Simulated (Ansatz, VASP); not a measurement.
## One calculation of AlAs, two programs

```
Al As
1.0
     0.00000    2.84000    2.84000
     2.84000    0.00000    2.84000
     2.84000    2.84000    0.00000
Al As
1 1
Direct
  0.00000 0.00000 0.00000
  0.25000 0.25000 0.25000
```

Alike in both runs: task relaxation of cell and atoms; functional PBE; k mesh 8 × 8 × 8; occupations gaussian, width 0.02 eV; no spin polarisation.

|  | VASP | Ansatz |
| --- | --- | --- |
| version | VASP 6.6.1 | Ansatz 0.2.0 |
| potentials or method | VASP PAW PBE potentials, release 64 (Al, As), cutoff 500 eV | scalar-relativistic, plane waves, PAW |
| valence electrons in the cell | 8 | 18 |

```csv
,VASP,Ansatz,Ansatz less VASP
"gap on the k mesh at the Fermi level, each at its own relaxed structure (eV)",1.50,1.50,+0.005
relaxed volume (Å³/atom),23.55,23.49,-0.060
relaxed cell length with the largest relative difference (Å),4.054,4.050,-0.0035
```

VASP's potentials hold 8 valence electrons a cell and Ansatz's 18, so a difference there can come from the potentials and not from the codes.
